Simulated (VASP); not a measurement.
Runs of VASP 6.6.1 on C. The structure is that of space group P6_3/mmc (No. 194), or close to it. The cells are those of the table. 

```tsv
task	cell	k mesh	cutoff (eV)	gap on the mesh (eV)	pressure (GPa)	relaxed volume (Å³/atom)
relaxation of cell and atoms	relaxed from a = 2.106, b = 2.106, c = 3.529 Å, angles 90.0, 90.0, 120.0°, 2 atoms	9 × 9 × 6	600	none	0.1	7.03
relaxation of cell and atoms	relaxed from a = 2.568, b = 2.568, c = 4.168 Å, angles 90.0, 90.0, 120.0°, 2 atoms	9 × 9 × 4	600	none	-0.2	(a)
single point	a = 2.568, b = 2.568, c = 4.168 Å, angles 90.0, 90.0, 120.0°, 2 atoms	9 × 9 × 4	520	none	-30.0	-
single point	a = 2.106, b = 2.106, c = 3.529 Å, angles 90.0, 90.0, 120.0°, 2 atoms	9 × 9 × 4	520	none	0.1	-
single point	a = 2.098, b = 2.098, c = 3.688 Å, angles 90.0, 90.0, 120.0°, 2 atoms	9 × 9 × 6	520	none	0.2	-
```

Alike in all rows: level PBE; potentials or basis VASP PAW PBE potentials, release 64 (C); no spin polarisation; smearing gaussian 0.1 eV.

Q: Fill in the values left out.

A: (a) 6.79.

Caveats: all runs use coarse meshes; the volume moved by over 15 % at a fixed basis, so the end points are rough (some runs).

A gap of «none» marks levels without a gap at the run's occupations.
